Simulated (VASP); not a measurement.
# Sr (Fm-3m) in VASP: notebook

Runs on Sr. Level: LDA. Tasks: single point.

Everything below comes from runs of VASP 6.6.1. Logs are shortened: lines on timing, memory, paths and dates and some standing lists are left out, and cuts for length are marked.

### Step 1. The cell of the first run

Symmetry: Fm-3m, No. 225, cubic system. Conventional cell: a = 5.564 Å, b = 5.564 Å, c = 5.564 Å, α = 90.00°, β = 90.00°, γ = 90.00°. Sr (site symmetry m-3m) has 12 Sr at 3.93 Å within 5.2 Å.

### Step 2. Single point, LDA (43.05 Å³/atom)

Input file INCAR:

```
PREC     = Accurate       # precision mode
ENCUT    = 520            # plane-wave cutoff, eV
EDIFF    = 1E-6           # SCF threshold, eV
ISMEAR   = -1             # smearing method
SIGMA    = 0.1            # smearing width, eV
LREAL    = False          # projectors in reciprocal space
LASPH    = True           # aspherical terms in the spheres
NELM     = 80             # most SCF steps
ALGO     = Normal         # electronic algorithm
ISIF     = 2              # what is computed and relaxed
LWAVE    = False          # write WAVECAR
LCHARG   = False          # write CHGCAR
GGA      = CA             # functional
NBANDS   = 11             # bands
```

Input file KPOINTS:

```
regular mesh
0
Gamma
  15 15 15
```

Input file POSCAR:

```
Sr
1.0
    0.0000000000      2.7817976629      2.7817976629
    2.7817976629      0.0000000000      2.7817976629
    2.7817976629      2.7817976629      0.0000000000
Sr
1
Direct
    0.0000000000      0.0000000000      0.0000000000
```

Potentials or basis: VASP PAW LDA potentials, release 64 (Sr_sv).

On the command line:

```bash
$ cat potpaw_LDA.64/Sr_sv/POTCAR > POTCAR
$ mpirun -np 1 vasp_std > vasp.out
```

OUTCAR:

```text
PREC = Accurate
   ENCUT = 520
   EDIFF = 1E-6
   ISMEAR = -1
   LREAL = False
   LASPH = True
   NELM = 80
   ISIF = 2
   GGA = CA

 ion  position               nearest neighbor table
   1  0.000  0.000  0.000-

  LATTYP: Found a face centered cubic cell.
 ALAT       =     5.5635953258

  Lattice vectors:

 A1 = (   0.0000000000,   2.7817976629,   2.7817976629)
 A2 = (   2.7817976629,   0.0000000000,   2.7817976629)
 A3 = (   2.7817976629,   2.7817976629,   0.0000000000)

Analysis of symmetry for initial positions (statically):
=====================================================================
 Subroutine PRICEL returns:
 Original cell was already a primitive cell.

 Routine SETGRP: Setting up the symmetry group for a
 face centered cubic supercell.

 Subroutine GETGRP returns: Found 48 space group operations
 (whereof 48 operations were pure point group operations)
 out of a pool of 48 trial point group operations.

The static configuration has the point symmetry O_h .

Analysis of symmetry for dynamics (positions and initial velocities):
=====================================================================
 Subroutine PRICEL returns:
 Original cell was already a primitive cell.

 Routine SETGRP: Setting up the symmetry group for a
 face centered cubic supercell.

 Subroutine GETGRP returns: Found 48 space group operations
 (whereof 48 operations were pure point group operations)
 out of a pool of 48 trial point group operations.

The dynamic configuration has the point symmetry O_h .

 Subroutine INISYM returns: Found 48 space group operations
 (whereof 48 operations are pure point group operations),
 and found     1 'primitive' translations

----------------------------------------------------------------------------------------

                                     Primitive cell

  volume of cell :      43.0533

  direct lattice vectors                    reciprocal lattice vectors
     0.000000000  2.781797663  2.781797663    -0.179739888  0.179739888  0.179739888
     2.781797663  0.000000000  2.781797663     0.179739888 -0.179739888  0.179739888
     2.781797663  2.781797663  0.000000000     0.179739888  0.179739888 -0.179739888

  length of vectors
     3.934055983  3.934055983  3.934055983     0.311318618  0.311318618  0.311318618

  position of ions in fractional coordinates (direct lattice)
     0.000000000  0.000000000  0.000000000

  ion indices of the primitive-cell ions
   primitive index   ion index
                 1           1

----------------------------------------------------------------------------------------

 KPOINTS: regular mesh

Automatic generation of k-mesh.
 Grid dimensions read from file:
 generate k-points for:   15   15   15

 Generating k-lattice:

  Cartesian coordinates                     Fractional coordinates (reciprocal lattice)
    -0.011982659  0.011982659  0.011982659     0.066666667  0.000000000  0.000000000
     0.011982659 -0.011982659  0.011982659     0.000000000  0.066666667  0.000000000
     0.011982659  0.011982659 -0.011982659     0.000000000  0.000000000  0.066666667

  Length of vectors
     0.020754575  0.020754575  0.020754575

  Shift w.r.t. Gamma in fractional coordinates (k-lattice)
     0.000000000  0.000000000  0.000000000

 Subroutine IBZKPT returns following result:
 ===========================================

 Found    120 irreducible k-points:

 Following reciprocal coordinates:
            Coordinates               Weight
  0.000000  0.000000  0.000000      1.000000
  0.066667  0.000000  0.000000      8.000000
  0.133333  0.000000  0.000000      8.000000
  0.200000  0.000000  0.000000      8.000000
  0.266667  0.000000  0.000000      8.000000
  0.333333  0.000000  0.000000      8.000000
[... 16 lines left out ...]
  0.133333  0.133333  0.000000      6.000000
  0.200000  0.133333  0.000000     24.000000
 [... further k-points ...]
   k-points           NKPTS =    120   k-points in BZ     NKDIM =    120   number of bands    NBANDS=     11
   number of dos      NEDOS =    301   number of ions     NIONS =      1
   total plane-waves  NPLWV =  27000
   dimension x,y,z NGX =    30 NGY =   30 NGZ =   30
   dimension x,y,z NGXF=    60 NGYF=   60 NGZF=   60
   ions per type =               1
   NGX,Y,Z   is equivalent  to a cutoff of  12.68, 12.68, 12.68 a.u.
   NGXF,Y,Z  is equivalent  to a cutoff of  25.35, 25.35, 25.35 a.u.
 SYSTEM =  unknown system
   PREC   = accura    normal or accurate (medium, high low for compatibility)
   ISTART =      0    job   : 0-new  1-cont  2-samecut
   ICHARG =      2    charge: 1-file 2-atom 10-const
   ISPIN  =      1    spin polarized calculation?
   LNONCOLLINEAR =      F non collinear calculations
   LSORBIT =      F    spin-orbit coupling
   LASPH  =      T    aspherical Exc in radial PAW
   ENCUT  =  520.0 eV  38.22 Ry    6.18 a.u.   7.31  7.31  7.31*2*pi/ulx,y,z
   NELM   =     80;   NELMIN=  2; NELMDL= -5     # of ELM steps
   EDIFF  = 0.1E-05   stopping-criterion for ELM
   LREAL  =      F    real-space projection
   EDIFFG = 0.1E-04   stopping-criterion for IOM
   NSW    =      0    number of steps for IOM
   IBRION =     -1    ionic relax: 0-MD 1-quasi-New 2-CG
   NFREE  =      0    steps in history (QN), initial steepest desc. (CG)
   ISIF   =      2    stress and relaxation
   ISYM   =      2    0-nonsym 1-usesym 2-fastsym
   POTIM  = 0.5000    time-step for ionic-motion
   TEBEG  =    0.0;   TEEND  =   0.0 temperature during run
   PSTRESS=    0.0 pullay stress
   NELECT =      10.0000    total number of electrons
   NUPDOWN=      -1.0000    fix difference up-down
   EMIN   =  10.00;   EMAX   =-10.00  energy-range for DOS
   EFERMI =   0.00;   METHOD = LEGACY
   ISMEAR =    -1;   SIGMA  =   0.10  broadening in eV -4-tet -1-fermi 0-gaus
   EFERMI_NEDOS =   21; number of points for ismear=-14 and -15
   IALGO  =     38    algorithm
   IMIX   =      4    mixing-type and parameters
     AMIX     =   0.40;   BMIX     =  1.00
     AMIX_MAG =   1.60;   BMIX_MAG =  1.00
  volume/ion in A,a.u.               =      43.05       290.54
  Fermi-wavevector in a.u.,A,eV,Ry     =   1.006327  1.901683 13.778550  1.012695
  Thomas-Fermi vector in A             =   2.139063
   LORBIT       =      0    0 simple, 1 ext, 2 COOP (PROOUT), +10 PAW based schemes
   GGA     = CA    functional components
   LHFCALC =     F    Hartree Fock is set to
   AEXX    =    0.0000 exact exchange contribution
   IVDW    =     0    specifies the selected vdW correction
   LEPSILON=     F    determine dielectric tensor
   LRPA    =     F    only Hartree local field effects (RPA)
 non-spin polarized calculation
  energy-cutoff  :      520.00
  volume of cell :       43.05
 maximum number of plane-waves:      1211
 NGX is ok and might be reduce to    30
   NGX = 15   NGY = 15   NGZ = 15

 number of electron      10.0000000 magnetization

 Free energy of the ion-electron system (eV)
  ---------------------------------------------------
  ext. energy  EPLUGINS =         0.00000000
  ---------------------------------------------------
  free energy    TOTEN  =        -1.88082450 eV

  energy without entropy =       -1.84420498  energy(sigma->0) =       -1.86251474

 E-fermi :   2.3202     XC(G=0):  -8.3632

 val. band max:        2.2827369834   @ k =  -0.3333   0.3333   0.0667
 cond. band min:       2.3458173589   @ k =  -0.3333   0.3333   0.1333
 fundamental gap:      0.0630803755
 Fermi energy:         2.3202042488

 k-point     1 :       0.0000    0.0000    0.0000
  band No.  band energies     occupation
      1     -33.6801      2.00000
      2     -15.5812      2.00000
      3     -15.5812      2.00000
      4     -15.5812      2.00000
      5      -1.6735      2.00000
      6       4.8324      0.00000
      7       4.8324      0.00000
      8       4.8324      0.00000
      9       6.7328      0.00000
     10       6.7328      0.00000
     11      10.2742      0.00000

 k-point     2 :       0.0667    0.0000    0.0000
  band No.  band energies     occupation
      1     -33.6781      2.00000
      2     -15.6025      2.00000
      3     -15.5838      2.00000
      4     -15.5838      2.00000
      5      -1.5804      2.00000
      6       4.6951      0.00000
      7       4.8782      0.00000
      8       4.8782      0.00000
      9       6.6671      0.00000
     10       6.6671      0.00000
     11      10.5177      0.00000

 k-point     3 :       0.1333    0.0000    0.0000
  band No.  band energies     occupation
      1     -33.6727      2.00000
      2     -15.6622      2.00000
      3     -15.5913      2.00000
      4     -15.5913      2.00000
      5      -1.3099      2.00000
      6       4.3557      0.00000
      7       4.9873      0.00000
      8       4.9873      0.00000
      9       6.5358      0.00000
     10       6.5358      0.00000
     11      11.0353      0.00000

 k-point     4 :       0.2000    0.0000    0.0000
  band No.  band energies     occupation
      1     -33.6647      2.00000
      2     -15.7484      2.00000
      3     -15.6023      2.00000
      4     -15.6023      2.00000
      5      -0.8886      2.00000
      6       3.9439      0.00000
      7       5.0629      0.00000
      8       5.0629      0.00000
      9       6.5085      0.00000
     10       6.5085      0.00000
     11      10.6758      0.00000
[... 239 lines left out ...]
 k-point    22 :      -0.0667    0.0667    0.0000
  band No.  band energies     occupation
      1     -33.6751      2.00000
      2     -15.6322      2.00000
      3     -15.5959      2.00000
      4     -15.5847      2.00000
      5      -1.4281      2.00000
      6       4.4971      0.00000
      7       4.9358      0.00000
      8       4.9569      0.00000
      9       6.4416      0.00000
     10       6.7101      0.00000
     11      10.8880      0.00000

 k-point    23 :       0.1333    0.1333    0.0000
  band No.  band energies     occupation
      1     -33.6703      2.00000
      2     -15.6603      2.00000
      3     -15.6089      2.00000
      4     -15.6089      2.00000
      5      -1.1898      2.00000
      6       4.2005      0.00000
      7       5.1003      0.00000
      8       5.1003      0.00000
      9       5.8987      0.00000
     10       6.9243      0.00000
     11      11.4665      0.00000

 k-point    24 :       0.2000    0.1333    0.0000
  band No.  band energies     occupation
      1     -33.6643      2.00000
      2     -15.7163      2.00000
      3     -15.6229      2.00000
      4     -15.6191      2.00000
      5      -0.8783      2.00000
      6       3.9085      0.00000
      7       5.1416      0.00000
      8       5.2359      0.00000
      9       5.6822      0.00000
     10       7.0076      0.00000
     11      11.8453      0.00000

 [... further k-points ...]

------------------------ aborting loop because EDIFF is reached ----------------------------------------

  FORCE on cell =-STRESS in cart. coord.  units (eV):
  Direction    XX          YY          ZZ          XY          YZ          ZX
  --------------------------------------------------------------------------------------
  -------------------------------------------------------------------------------------
  Total        0.5569298      0.5569298      0.5569298      0.0000000      0.0000000      0.0000000
  in kB       20.7254727     20.7254727     20.7254727      0.0000000      0.0000000      0.0000000
  external PRESSURE =      20.7254727 kB  Pullay stress =       0.0000000 kB

 VOLUME and BASIS-vectors are now :
 -----------------------------------------------------------------------------
  energy-cutoff  :      520.00
  volume of cell :       43.05
      direct lattice vectors                 reciprocal lattice vectors
     0.000000000  2.781797663  2.781797663    -0.179739888  0.179739888  0.179739888
     2.781797663  0.000000000  2.781797663     0.179739888 -0.179739888  0.179739888
     2.781797663  2.781797663  0.000000000     0.179739888  0.179739888 -0.179739888

 POSITION                                       TOTAL-FORCE (eV/Angst)
 -----------------------------------------------------------------------------------
      0.00000      0.00000      0.00000         0.000000     -0.000000      0.000000
 -----------------------------------------------------------------------------------
    total drift:                               -0.000000     -0.000000      0.000000

  FREE ENERGIE OF THE ION-ELECTRON SYSTEM (eV)
  ---------------------------------------------------
  free  energy   TOTEN  =        -1.8808245019 eV

  energy  without entropy=       -1.8442049791  energy(sigma->0) =       -1.86251474
```

It took 44 s on 1 thread of Intel Xeon Platinum 8488C (Sapphire Rapids), shared host; peak memory 0.18 GiB.

Results:

```yaml
Free_energy: -1.8808 eV
Pressure: 2.1 GPa
```

Levels at points of the mesh, in eV from the Fermi level:
```csv
k point,band 2,band 3,band 4,band 5,band 6,band 7,band 8,band 9
"(0.00, 0.00, 0.00)",-17.90,-17.90,-17.90,-3.99,2.51,2.51,2.51,4.41
```

### Step 3. Single point, LDA (45.01 Å³/atom)

This run uses another cell than the first one, of 45.01 Å³/atom.

Input file INCAR:

```
ALGO = Normal ; EDIFF = 1E-7
ENCUT = 520 ; ISIF = 2
ISMEAR = -1 ; LASPH = T
LCHARG = T ; LELF = T
LREAL = F ; LVHAR = T
LWAVE = F ; NBANDS = 11
NELM = 80 ; PREC = Accurate
SIGMA = 0.1
```

Input file KPOINTS:

```
k-points
0
Gamma
  15 15 15
```

Input file POSCAR:

```
Sr
1.0
    0.0000000000      2.8233231531      2.8233231531
    2.8233231531      0.0000000000      2.8233231531
    2.8233231531      2.8233231531      0.0000000000
Sr
1
Direct
    0.0000000000      0.0000000000      0.0000000000
```

Potentials or basis: VASP PAW LDA potentials, release 64 (Sr_sv).

On the command line:

```bash
$ cat potpaw_LDA.64/Sr_sv/POTCAR > POTCAR
$ mpirun -np 1 vasp_std > vasp.out
```

It took 47 s on 1 thread of Intel Xeon Platinum 8488C (Sapphire Rapids), shared host; peak memory 0.19 GiB.

The run converged. Its results:

```
Free energy : -1.9011 eV
Pressure    : 1.2 GPa
```

Levels at points of the mesh, in eV from the Fermi level:
| k point | band 2 | band 3 | band 4 | band 5 | band 6 | band 7 | band 8 | band 9 |
| --- | --- | --- | --- | --- | --- | --- | --- | --- |
| (0.00, 0.00, 0.00) | -18.00 | -18.00 | -18.00 | -3.94 | 2.46 | 2.46 | 2.46 | 4.27 |

### Step 4. Single point, LDA (46.97 Å³/atom)

This run uses another cell than the first one, of 46.97 Å³/atom.

Input file INCAR:

```
SYSTEM = Sr
ALGO     = Normal         ! electronic algorithm
EDIFF    = 1E-6           ! SCF threshold, eV
ENCUT    = 520            ! plane-wave cutoff, eV
GGA      = CA             ! functional
ISIF     = 2              ! what is computed and relaxed
ISMEAR   = -1             ! smearing method
LASPH    = .True.         ! aspherical terms in the spheres
LCHARG   = .False.        ! write CHGCAR
LREAL    = .False.        ! projectors in reciprocal space
LWAVE    = .False.        ! write WAVECAR
NBANDS   = 11             ! bands
NELM     = 60             ! most SCF steps
PREC     = Accurate       ! precision mode
SIGMA    = 0.1            ! smearing width, eV
```

Input file KPOINTS:

```
k-points
0
Gamma
  15 15 15
  0 0 0
```

Input file POSCAR:

```
Sr
1.0
    0.0000000000      2.8636617910      2.8636617910
    2.8636617910      0.0000000000      2.8636617910
    2.8636617910      2.8636617910      0.0000000000
Sr
1
Direct
    0.0000000000      0.0000000000      0.0000000000
```

On the command line:

```bash
$ cat potpaw_LDA.64/Sr_sv/POTCAR > POTCAR
$ mpirun -np 1 vasp_std > vasp.out
```

Run time: 28 s. Hardware: 1 thread of Intel Xeon Platinum 8488C (Sapphire Rapids), shared host; peak memory 0.18 GiB.

The run converged. Its results:

| Quantity | Value |
| --- | --- |
| Free energy | -1.9120 eV |
| Pressure | 0.5 GPa |

Levels at points of the mesh, in eV from the Fermi level:
```
           k point  band 2  band 3  band 4  band 5  band 6  band 7  band 8  band 9
(0.00, 0.00, 0.00)  -18.10  -18.10  -18.10   -3.89    2.42    2.42    2.42    4.15
```

### Step 5. Overview

```csv
cell,pressure (GPa)
"a = 3.934 Å, angles 60.0°, 1 atom",2.1
"a = 3.993 Å, angles 60.0°, 1 atom",1.2
"a = 4.050 Å, angles 60.0°, 1 atom",0.5
```

Alike in all rows: task single point; level LDA; potentials or basis VASP PAW LDA potentials, release 64 (Sr_sv); no spin polarisation; k mesh 15 × 15 × 15; cutoff (eV) 520; smearing fermi-dirac 0.1 eV.

Total energies depend on the potentials used, so only differences within one code and one set of settings carry meaning.
